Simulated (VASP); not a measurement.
CaS (Oldhamite), 2 atoms in the cell. It takes space group Fm-3m (No. 225, cubic). Conventional cell: a = 5.474 Å, b = 5.474 Å, c = 5.474 Å, α = 90.00°, β = 90.00°, γ = 90.00°. Ca (site symmetry m-3m) has 6 S at 2.74 Å within 3.6 Å. Within 3.6 Å of S (site symmetry m-3m) lie 6 Ca at 2.74 Å.  This cell differs from its parent crystal: volume scaled by 0.88.

| Property | Result |
| --- | --- |
| Program | VASP 6.6.1 |
| Task | single point |
| Functional | PBE |
| Potentials or basis | VASP PAW PBE potentials, release 64 (Ca_sv, S) |
| Cutoff | 500 eV |
| k mesh | 8 × 8 × 8 |
| Occupations | gaussian, width 0.02 eV |
| Spin | no spin polarisation |
| Dipole correction | no |
| Further INCAR settings | ALGO = Normal; EDIFF = 1e-06; NBANDS = 15 |

Potentials or basis: VASP PAW PBE potentials, release 64 (Ca_sv, S).

Launch:

```console
$ cat potpaw_PBE.64/Ca_sv/POTCAR potpaw_PBE.64/S/POTCAR > POTCAR
$ mpirun -np 1 vasp_std > vasp.out
```

Hardware: 1 thread of Intel(R) Xeon(R) Platinum 8259CL CPU @ 2.50GHz (Skylake/Cascade Lake), with other jobs on the host.

**Question.** How long does it take, and how much memory?

**Answer.** Run time: 19 s on 1 thread of Intel(R) Xeon(R) Platinum 8259CL CPU @ 2.50GHz (Skylake/Cascade Lake), on a shared host, peak memory 0.16 GiB. Counts: scf iterations 12, k points 29.
